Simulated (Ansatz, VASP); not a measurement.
## Two plane-wave programs on Pt

INCAR

```
SYSTEM = Pt
PREC = Accurate ; ENCUT = 600
EDIFF = 1E-6 ; ISMEAR = -1
SIGMA = 0.05 ; LREAL = .FALSE.
LASPH = .TRUE. ; NELM = 100
ALGO = Normal ; ISIF = 3
LWAVE = .FALSE. ; LCHARG = .FALSE.
GGA = PS ; IVDW = 12
IBRION = 2 ; NSW = 80
EDIFFG = -0.01
```

The input KPOINTS:

```
regular mesh
0
G
  19 19 19
  0 0 0
```

Contents of POSCAR:

```
Pt
1.0
   -1.5842200000      1.5842200000      1.5842200000
    1.5842200000     -1.5842200000      1.5842200000
    1.5842200000      1.5842200000     -1.5842200000
Pt
1
Direct
    0.0000000000      0.0000000000      0.0000000000
```

Input for Ansatz:

```yaml
crystal:
  lattice:
    - [-1.58422, 1.58422, 1.58422]
    - [1.58422, -1.58422, 1.58422]
    - [1.58422, 1.58422, -1.58422]
  atoms:
    - { symbol: Pt, position: [0.0, 0.0, 0.0] }
basis:
  ecutwfc: 489.804952427784
kpoints:
  mp_grid:
    grid: [19, 19, 19]
hamiltonian:
  xc: pbesol
  dispersion: d3bj
  pseudopotentials:
    kind: paw
scf:
  occupations:
    method: fermi_dirac
    width: 0.05
relax:
  cell: {}
```

Alike in both runs: task relaxation of cell and atoms; functional PBEsol; dispersion D3(BJ); k mesh 19 × 19 × 19; occupations fermi-dirac, width 0.05 eV; no spin polarisation.

|  | VASP | Ansatz |
| --- | --- | --- |
| version | VASP 6.6.1 | Ansatz 0.2.0 |
| potentials or method | VASP PAW PBE potentials, release 64 (Pt), cutoff 600 eV | plane waves, PAW |
| valence electrons in the cell | 10 | 18 |

|  | VASP | Ansatz | Ansatz less VASP |
| --- | --- | --- | --- |
| relaxed volume (Å³/atom) | 14.78 | 14.79 | +0.012 |
| relaxed cell length with the largest relative difference (Å) | 2.678 | 2.678 | +0.0007 |

VASP's potentials were made for PBE, not for PBEsol. VASP's potentials hold 10 valence electrons a cell and Ansatz's 18, so a difference there can come from the potentials and not from the codes.

Spin-orbit coupling is off throughout.
